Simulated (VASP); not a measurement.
A run of VASP 6.6.1:

The input INCAR:

```
SYSTEM = BN
PREC = Accurate ; ENCUT = 600
EDIFF = 1E-6 ; ISMEAR = 0
SIGMA = 0.01 ; LREAL = .FALSE.
LASPH = .TRUE. ; NELM = 60
ALGO = Normal ; ISIF = 3
LWAVE = .FALSE. ; LCHARG = .FALSE.
GGA = PE ; IVDW = 12
IBRION = 2 ; NSW = 60
EDIFFG = -0.03
```

KPOINTS

```
regular mesh
0
G
  12 12 4
  0 0 0
```

File POSCAR:

```
BN
1.0
    2.5360000000      0.0000000000      0.0000000000
   -1.2680000000      2.1962400000      0.0000000000
    0.0000000000      0.0000000000      4.1990000000
B N
2 2
Direct
    0.6666666667      0.3333333333      0.0000000000
    0.3333333333      0.6666666667      0.5000000000
    0.6666666667      0.3333333333      0.3750000000
    0.3333333333      0.6666666667      0.8750000000
```

Potentials or basis: VASP PAW PBE potentials, release 64 (B, N).

Launch:

```console
$ cat potpaw_PBE.64/B/POTCAR potpaw_PBE.64/N/POTCAR > POTCAR
$ mpirun -np 1 vasp_std > vasp.out
```

Hardware: 1 thread of Intel(R) Xeon(R) 6975P-C (Granite Rapids), with other jobs on the host.

Question: Estimate the wall time of this run.

Answer: Run time: 18 s on 1 thread of Intel(R) Xeon(R) 6975P-C (Granite Rapids), with other jobs on the host, peak memory 0.16 GiB. Counts: scf iterations 25, k points 57, ion steps 3.
